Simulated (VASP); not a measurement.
# HgTe (F-43m) in VASP: single point with PBEsol

Aim: the single point of HgTe with PBEsol.

Everything below comes from runs of VASP 6.6.1. Logs are shortened: lines on timing, memory, paths and dates and some standing lists are left out, and cuts for length are marked.

**1. The cell of the first run**

It takes space group F-43m (No. 216, cubic). Conventional cell: a = 6.535 Å, b = 6.535 Å, c = 6.535 Å, α = 90.00°, β = 90.00°, γ = 90.00°. Within 3.7 Å of Hg (site symmetry -43m) lie 4 Te at 2.83 Å. Te (site symmetry -43m) has 4 Hg at 2.83 Å within 3.7 Å.

**2. Single point, PBEsol (34.89 Å³/atom)**

Input file INCAR:

```
SYSTEM = HgTe
PREC = Accurate
ENCUT = 520
EDIFF = 1E-7
ISMEAR = -1
SIGMA = 0.15
LREAL = .False.
LASPH = .True.
NELM = 60
ALGO = Normal
ISIF = 2
LWAVE = .False.
LCHARG = .False.
GGA = PS
NBANDS = 16
```

Input file KPOINTS:

```
Automatic mesh
0
Gamma
  8 8 8
  0 0 0
```

Input file POSCAR:

```
HgTe
1.0
    0.0000000000      3.2676000000      3.2676000000
    3.2676000000      0.0000000000      3.2676000000
    3.2676000000      3.2676000000      0.0000000000
Hg Te
1 1
Direct
    0.0000000000      0.0000000000      0.0000000000
    0.2500000000      0.2500000000      0.2500000000
```

Potentials or basis: VASP PAW PBE potentials, release 64 (Hg, Te).

Run with:

```sh
> cat potpaw_PBE.64/Hg/POTCAR potpaw_PBE.64/Te/POTCAR > POTCAR
> mpirun -np 1 vasp_std > vasp.out
```

OUTCAR:

```text
SYSTEM = HgTe
   PREC = Accurate
   ENCUT = 520
   EDIFF = 1E-7
   ISMEAR = -1
   LREAL = .False.
   LASPH = .True.
   NELM = 60
   ISIF = 2
   GGA = PS

 ion  position               nearest neighbor table
   1  0.000  0.000  0.000-   2 2.83   2 2.83   2 2.83   2 2.83
   2  0.250  0.250  0.250-   1 2.83   1 2.83   1 2.83   1 2.83

  LATTYP: Found a face centered cubic cell.
 ALAT       =     6.5352000000

  Lattice vectors:

 A1 = (   0.0000000000,   3.2676000000,   3.2676000000)
 A2 = (   3.2676000000,   0.0000000000,   3.2676000000)
 A3 = (   3.2676000000,   3.2676000000,   0.0000000000)

Analysis of symmetry for initial positions (statically):
=====================================================================
 Subroutine PRICEL returns:
 Original cell was already a primitive cell.

 Routine SETGRP: Setting up the symmetry group for a
 face centered cubic supercell.

 Subroutine GETGRP returns: Found 24 space group operations
 (whereof 24 operations were pure point group operations)
 out of a pool of 48 trial point group operations.

The static configuration has the point symmetry T_d .

Analysis of symmetry for dynamics (positions and initial velocities):
=====================================================================
 Subroutine PRICEL returns:
 Original cell was already a primitive cell.

 Routine SETGRP: Setting up the symmetry group for a
 face centered cubic supercell.

 Subroutine GETGRP returns: Found 24 space group operations
 (whereof 24 operations were pure point group operations)
 out of a pool of 48 trial point group operations.

The dynamic configuration has the point symmetry T_d .

 Subroutine INISYM returns: Found 24 space group operations
 (whereof 24 operations are pure point group operations),
 and found     1 'primitive' translations

----------------------------------------------------------------------------------------

                                     Primitive cell

  volume of cell :      69.7777

  direct lattice vectors                    reciprocal lattice vectors
     0.000000000  3.267600000  3.267600000    -0.153017505  0.153017505  0.153017505
     3.267600000  0.000000000  3.267600000     0.153017505 -0.153017505  0.153017505
     3.267600000  3.267600000  0.000000000     0.153017505  0.153017505 -0.153017505

  length of vectors
     4.621084236  4.621084236  4.621084236     0.265034093  0.265034093  0.265034093

  position of ions in fractional coordinates (direct lattice)
     0.000000000  0.000000000  0.000000000
     0.250000000  0.250000000  0.250000000

  ion indices of the primitive-cell ions
   primitive index   ion index
                 1           1
                 2           2

----------------------------------------------------------------------------------------

 KPOINTS: Automatic mesh

Automatic generation of k-mesh.
 Grid dimensions read from file:
 generate k-points for:    8    8    8

 Generating k-lattice:

  Cartesian coordinates                     Fractional coordinates (reciprocal lattice)
    -0.019127188  0.019127188  0.019127188     0.125000000  0.000000000  0.000000000
     0.019127188 -0.019127188  0.019127188     0.000000000  0.125000000  0.000000000
     0.019127188  0.019127188 -0.019127188     0.000000000  0.000000000  0.125000000

  Length of vectors
     0.033129262  0.033129262  0.033129262

  Shift w.r.t. Gamma in fractional coordinates (k-lattice)
     0.000000000  0.000000000  0.000000000

 Subroutine IBZKPT returns following result:
 ===========================================

 Found     29 irreducible k-points:

 Following reciprocal coordinates:
            Coordinates               Weight
  0.000000  0.000000  0.000000      1.000000
  0.125000  0.000000  0.000000      8.000000
  0.250000  0.000000  0.000000      8.000000
  0.375000  0.000000  0.000000      8.000000
  0.500000  0.000000  0.000000      4.000000
  0.125000  0.125000  0.000000      6.000000
[... 16 lines left out ...]
  0.500000  0.250000  0.125000     48.000000
 -0.375000  0.250000  0.125000     24.000000
 [... further k-points ...]
   k-points           NKPTS =     29   k-points in BZ     NKDIM =     29   number of bands    NBANDS=     16
   number of dos      NEDOS =    301   number of ions     NIONS =      2
   total plane-waves  NPLWV =  46656
   dimension x,y,z NGX =    36 NGY =   36 NGZ =   36
   dimension x,y,z NGXF=    72 NGYF=   72 NGZF=   72
   ions per type =               1   1
   NGX,Y,Z   is equivalent  to a cutoff of  12.95, 12.95, 12.95 a.u.
   NGXF,Y,Z  is equivalent  to a cutoff of  25.90, 25.90, 25.90 a.u.
 SYSTEM =  HgTe
   PREC   = accura    normal or accurate (medium, high low for compatibility)
   ISTART =      0    job   : 0-new  1-cont  2-samecut
   ICHARG =      2    charge: 1-file 2-atom 10-const
   ISPIN  =      1    spin polarized calculation?
   LNONCOLLINEAR =      F non collinear calculations
   LSORBIT =      F    spin-orbit coupling
   LASPH  =      T    aspherical Exc in radial PAW
   ENCUT  =  520.0 eV  38.22 Ry    6.18 a.u.   8.59  8.59  8.59*2*pi/ulx,y,z
   NELM   =     60;   NELMIN=  2; NELMDL= -5     # of ELM steps
   EDIFF  = 0.1E-06   stopping-criterion for ELM
   LREAL  =      F    real-space projection
   EDIFFG = 0.1E-05   stopping-criterion for IOM
   NSW    =      0    number of steps for IOM
   IBRION =     -1    ionic relax: 0-MD 1-quasi-New 2-CG
   NFREE  =      0    steps in history (QN), initial steepest desc. (CG)
   ISIF   =      2    stress and relaxation
   ISYM   =      2    0-nonsym 1-usesym 2-fastsym
   POTIM  = 0.5000    time-step for ionic-motion
   TEBEG  =    0.0;   TEEND  =   0.0 temperature during run
   PSTRESS=    0.0 pullay stress
   NELECT =      18.0000    total number of electrons
   NUPDOWN=      -1.0000    fix difference up-down
   EMIN   =  10.00;   EMAX   =-10.00  energy-range for DOS
   EFERMI =   0.00;   METHOD = LEGACY
   ISMEAR =    -1;   SIGMA  =   0.15  broadening in eV -4-tet -1-fermi 0-gaus
   EFERMI_NEDOS =   21; number of points for ismear=-14 and -15
   IALGO  =     38    algorithm
   IMIX   =      4    mixing-type and parameters
     AMIX     =   0.40;   BMIX     =  1.00
     AMIX_MAG =   1.60;   BMIX_MAG =  1.00
  volume/ion in A,a.u.               =      34.89       235.44
  Fermi-wavevector in a.u.,A,eV,Ry     =   1.042142  1.969362 14.776735  1.086059
  Thomas-Fermi vector in A             =   2.176794
   LORBIT       =      0    0 simple, 1 ext, 2 COOP (PROOUT), +10 PAW based schemes
   GGA     = PS    functional components
   LHFCALC =     F    Hartree Fock is set to
   AEXX    =    0.0000 exact exchange contribution
   IVDW    =     0    specifies the selected vdW correction
   LEPSILON=     F    determine dielectric tensor
   LRPA    =     F    only Hartree local field effects (RPA)
 non-spin polarized calculation
  energy-cutoff  :      520.00
  volume of cell :       69.78
 maximum number of plane-waves:      1895
 NGX is ok and might be reduce to    36
   NGX = 17   NGY = 17   NGZ = 17

 number of electron      18.0000002 magnetization

 Free energy of the ion-electron system (eV)
  ---------------------------------------------------
  ext. energy  EPLUGINS =         0.00000000
  ---------------------------------------------------
  free energy    TOTEN  =        -4.37753533 eV

  energy without entropy =       -4.36779349  energy(sigma->0) =       -4.37266441

 E-fermi :   2.8429     XC(G=0):  -8.7879

 val. band max:        2.6100744671   @ k =   0.0000   0.0000   0.0000
 cond. band min:       3.1988147161   @ k =   0.1250   0.0000   0.0000
 fundamental gap:      0.5887402490
 Fermi energy:         2.8429357746

 k-point     1 :       0.0000    0.0000    0.0000
  band No.  band energies     occupation
      1      -9.1821      2.00000
      2      -4.5466      2.00000
      3      -4.5466      2.00000
      4      -4.5466      2.00000
      5      -4.0498      2.00000
      6      -4.0498      2.00000
[... 8 lines left out ...]
     15      12.0999      0.00000
     16      12.0999      0.00000

 k-point     2 :       0.1250    0.0000    0.0000
  band No.  band energies     occupation
      1      -9.1095      2.00000
      2      -4.5265      2.00000
      3      -4.5265      2.00000
      4      -4.5186      2.00000
      5      -4.0517      2.00000
      6      -4.0517      2.00000
[... 8 lines left out ...]
     15      11.2905      0.00000
     16      11.2905      0.00000

 k-point     3 :       0.2500    0.0000    0.0000
  band No.  band energies     occupation
      1      -8.9259      2.00000
      2      -4.4815      2.00000
      3      -4.4815      2.00000
      4      -4.3947      2.00000
      5      -4.0508      2.00000
      6      -4.0508      2.00000
[... 8 lines left out ...]
     15      11.0560      0.00000
     16      11.0560      0.00000

 k-point     4 :       0.3750    0.0000    0.0000
  band No.  band energies     occupation
      1      -8.7297      2.00000
      2      -4.4439      2.00000
      3      -4.4439      2.00000
      4      -4.0927      2.00000
      5      -4.0392      2.00000
      6      -4.0392      2.00000
[... 8 lines left out ...]
     15      11.7245      0.00000
     16      11.7245      0.00000
[... 324 lines left out ...]
 k-point    22 :       0.3750    0.2500    0.1250
  band No.  band energies     occupation
      1      -8.7838      2.00000
      2      -4.4508      2.00000
      3      -4.4088      2.00000
      4      -4.3266      2.00000
      5      -4.0620      2.00000
      6      -4.0191      2.00000
[... 8 lines left out ...]
     15      12.2263      0.00000
     16      12.3812      0.00000

 k-point    23 :       0.5000    0.2500    0.1250
  band No.  band energies     occupation
      1      -8.6222      2.00000
      2      -4.4035      2.00000
      3      -4.3767      2.00000
      4      -4.1523      2.00000
      5      -4.0329      2.00000
      6      -3.9190      2.00000
[... 8 lines left out ...]
     15      12.2927      0.00000
     16      12.8782      0.00000

 k-point    24 :      -0.3750    0.2500    0.1250
  band No.  band energies     occupation
      1      -8.5530      2.00000
      2      -4.3915      2.00000
      3      -4.3624      2.00000
      4      -4.0835      2.00000
      5      -4.0439      2.00000
      6      -3.6932      2.00000
[... 8 lines left out ...]
     15      12.3753      0.00000
     16      12.8266      0.00000

 [... further k-points ...]

------------------------ aborting loop because EDIFF is reached ----------------------------------------

  FORCE on cell =-STRESS in cart. coord.  units (eV):
  Direction    XX          YY          ZZ          XY          YZ          ZX
  --------------------------------------------------------------------------------------
  -------------------------------------------------------------------------------------
  Total       -0.1537087     -0.1537087     -0.1537087      0.0000000      0.0000000      0.0000000
  in kB       -3.5293298     -3.5293298     -3.5293298      0.0000000      0.0000000      0.0000000
  external PRESSURE =      -3.5293298 kB  Pullay stress =       0.0000000 kB

 VOLUME and BASIS-vectors are now :
 -----------------------------------------------------------------------------
  energy-cutoff  :      520.00
  volume of cell :       69.78
      direct lattice vectors                 reciprocal lattice vectors
     0.000000000  3.267600000  3.267600000    -0.153017505  0.153017505  0.153017505
     3.267600000  0.000000000  3.267600000     0.153017505 -0.153017505  0.153017505
     3.267600000  3.267600000  0.000000000     0.153017505  0.153017505 -0.153017505

 POSITION                                       TOTAL-FORCE (eV/Angst)
 -----------------------------------------------------------------------------------
      0.00000      0.00000      0.00000         0.000000      0.000000      0.000000
      1.63380      1.63380      1.63380        -0.000000     -0.000000     -0.000000
 -----------------------------------------------------------------------------------
    total drift:                               -0.000000     -0.000000     -0.000000

  FREE ENERGIE OF THE ION-ELECTRON SYSTEM (eV)
  ---------------------------------------------------
  free  energy   TOTEN  =        -4.3775353281 eV

  energy  without entropy=       -4.3677934868  energy(sigma->0) =       -4.37266441
```

Run time: 16 s. Hardware: 1 thread of Intel Xeon 6975P-C (Granite Rapids), shared host; peak memory 0.21 GiB.

What came out:

* Free energy: -4.3775 eV
* Pressure: -0.4 GPa
* Band gap on the k mesh: zero (filled and empty bands touch)

Caveat: semilocal functionals underestimate gaps, so a narrow gap can read as zero; the PAW data sets were made with another functional, which shifts forces and pressure a little; spin-orbit coupling is left out, which moves the levels of the heavy elements.
